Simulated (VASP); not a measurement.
BH12C3N:

```
B H C N
1.0
     4.53960    2.62094    1.96407
    -4.53960    2.62094    1.96407
     0.00000   -5.24188    1.96407
B H C N
1 12 3 1
Direct
  0.91710 0.91710 0.91710
  0.30050 0.56150 0.30050
  0.30050 0.30050 0.56150
  0.56150 0.30050 0.30050
  0.41000 0.85170 0.58120
  0.58120 0.41000 0.85170
  0.85170 0.58120 0.41000
  0.58120 0.85170 0.41000
  0.85170 0.41000 0.58120
  0.41000 0.58120 0.85170
  0.04295 0.04295 0.83100
  0.83100 0.04295 0.04295
  0.04295 0.83100 0.04295
  0.46620 0.73110 0.46620
  0.46620 0.46620 0.73110
  0.73110 0.46620 0.46620
  0.64260 0.64260 0.64260
```

| Property | Result |
| --- | --- |
| Program | VASP 6.6.1 |
| Task | relaxation of cell and atoms |
| Functional | PBE |
| Dispersion | D3(BJ) |
| Potentials or basis | VASP PAW PBE potentials, release 64 (B, H, C, N) |
| Cutoff | 600 eV |
| k mesh | 6 × 6 × 6 |
| Occupations | gaussian, width 0.1 eV |
| Spin | no spin polarisation |

At the start: pressure 19.6 GPa; volume 8.25 Å³/atom.

Problem. Where does the relaxation end?

Solution. Over 31 steps the energy falls by 155.7 meV/atom and the volume is 7.77 Å³/atom (-5.8 %); space group R3m (No. 160, to 0.1 Å) before and after.

The path:
```csv
step,energy change (eV),largest force (eV/Å),pressure (GPa),volume (Å³)
1,0.0000,5.3750,19.60,140.21
2,6.6378,13.6744,-10.03,161.69
3,-2.3222,2.7993,2.17,146.17
4,-2.3455,2.3428,3.14,145.69
5,-2.3477,2.1514,3.55,145.49
6,-2.4635,1.4473,-2.98,149.88
7,-2.5705,0.6040,-0.49,148.00
8,-2.5838,0.5917,-1.27,147.97
9,-2.5901,0.2817,-1.00,147.98
10,-2.6001,0.5217,-0.82,147.13
11,-2.6002,0.4443,-0.84,147.22
12,-2.6113,0.2027,-0.40,145.98
13,-2.6136,0.1354,-0.08,145.11
14,-2.6154,0.1250,-0.29,144.75
15,-2.6154,0.1286,-0.30,144.74
16,-2.6170,0.0974,-0.35,144.41
17,-2.6189,0.2280,-0.49,143.49
18,-2.6199,0.1979,-0.47,143.26
19,-2.6223,0.1107,-0.41,142.56
20,-2.6243,0.2036,-0.28,141.18
21,-2.6271,0.1694,-0.23,140.55
22,-2.6333,0.2081,-0.05,138.69
23,-2.6357,0.4241,0.38,135.01
24,-2.6364,0.3551,0.26,136.18
25,-2.6392,0.2960,0.25,135.54
26,-2.6442,0.1886,0.30,133.62
27,-2.6448,0.2318,0.33,132.72
28,-2.6464,0.1630,0.21,132.41
29,-2.6466,0.1515,0.05,131.92
30,-2.6469,0.1045,0.14,132.13
31,-2.6475,0.0390,0.06,132.06
```

Final structure:
```
B H C N
1.0
     4.46848    2.57988    1.90920
    -4.46848    2.57988    1.90920
     0.00000   -5.15976    1.90920
B H C N
1 12 3 1
Direct
  0.92334 0.92334 0.92334
  0.27161 0.54299 0.27161
  0.27161 0.27161 0.54299
  0.54299 0.27161 0.27161
  0.39720 0.86631 0.59704
  0.59704 0.39720 0.86631
  0.86631 0.59704 0.39720
  0.59704 0.86631 0.39720
  0.86631 0.39720 0.59704
  0.39720 0.59704 0.86631
  0.06020 0.06020 0.83365
  0.83365 0.06020 0.06020
  0.06020 0.83365 0.06020
  0.46335 0.73451 0.46335
  0.46335 0.46335 0.73451
  0.73451 0.46335 0.46335
  0.64250 0.64250 0.64250
```

Caveat: the relaxation stopped at a loose force limit of 0.05 eV/Å, so its end isn't a converged minimum.
